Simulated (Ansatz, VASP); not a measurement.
# One calculation of WS2, two programs

INCAR

```
ALGO = Normal ; DIPOL = 0.5 0.5 0.394
EDIFF = 1E-7 ; ENCUT = 520
GGA = PE ; IDIPOL = 3
ISIF = 2 ; ISMEAR = 0
IVDW = 12 ; LASPH = T
LCHARG = F ; LDIPOL = T
LREAL = F ; LWAVE = F
NBANDS = 35 ; NELM = 80
PREC = Accurate ; SIGMA = 0.05
```

Contents of KPOINTS:

```
k-points
0
Gamma
  9 9 1
```

Contents of POSCAR:

```
WS2
1.0
    3.1595457497      0.0000000000      0.0000000000
   -1.5797728749      2.7362468836      0.0000000000
    0.0000000000      0.0000000000     23.8042575719
S W
4 2
Direct
    0.3333333333      0.6666666667      0.1890418126
    0.3333333333      0.6666666667      0.3214605103
    0.3333333333      1.0000000000      0.4659724737
    0.3333333333      1.0000000000      0.5983911714
    0.6666666667      0.3333333333      0.2552511581
    0.6666666667      0.6666666667      0.5321818192
```

Input for Ansatz:

```yaml
crystal:
  lattice:
    - [3.1595457497, 0.0, 0.0]
    - [-1.5797728749, 2.7362468836, 0.0]
    - [0.0, 0.0, 23.8042575719]
  atoms:
    - { symbol: S, position: [0.3333333333, 0.6666666667, 0.1890418126] }
    - { symbol: W, position: [0.6666666667, 0.3333333333, 0.2552511581] }
    - { symbol: S, position: [0.3333333333, 0.6666666667, 0.3214605103] }
    - { symbol: S, position: [0.3333333333, 1.0, 0.4659724737] }
    - { symbol: W, position: [0.6666666667, 0.6666666667, 0.5321818192] }
    - { symbol: S, position: [0.3333333333, 1.0, 0.5983911714] }
basis:
  ecutwfc: 420
kpoints:
  mp_grid: { grid: [9, 9, 1] }
hamiltonian:
  xc: pbe
  pseudopotentials: { kind: paw, azcp: { folder: soft_1 } }
  dispersion: d3bj
scf:
  occupations: { method: gaussian, width: 0.05 }
output:
  forces: true
  eigenvalues: true
  write_density: true
  write_potential: true
  elf: true
  volumetric_format: npy
efield:
  axis: 3
  dipole_correction: true
  ramp_width: 0.04
```

Alike in both runs: task single point; functional PBE; dispersion D3(BJ); k mesh 9 × 9 × 1; occupations gaussian, width 0.05 eV; no spin polarisation.

|  | VASP | Ansatz |
| --- | --- | --- |
| version | VASP 6.6.1 | Ansatz 0.2.0 |
| potentials or method | VASP PAW PBE potentials, release 64 (S, W_sv), cutoff 520 eV | scalar-relativistic, plane waves, PAW |
| valence electrons in the cell | 52 | 52 |

```tsv
	VASP	Ansatz	Ansatz less VASP
gap on the k mesh at the Fermi level (eV)	1.74	1.73	-0.015
least direct gap on the mesh (eV)	1.91	1.91	-0.003
rms of the force components (eV/Å)	0.020	0.020	-0.0001
```

Ansatz's warnings: xc potential rough in thin density.

Spin-orbit coupling is off throughout.
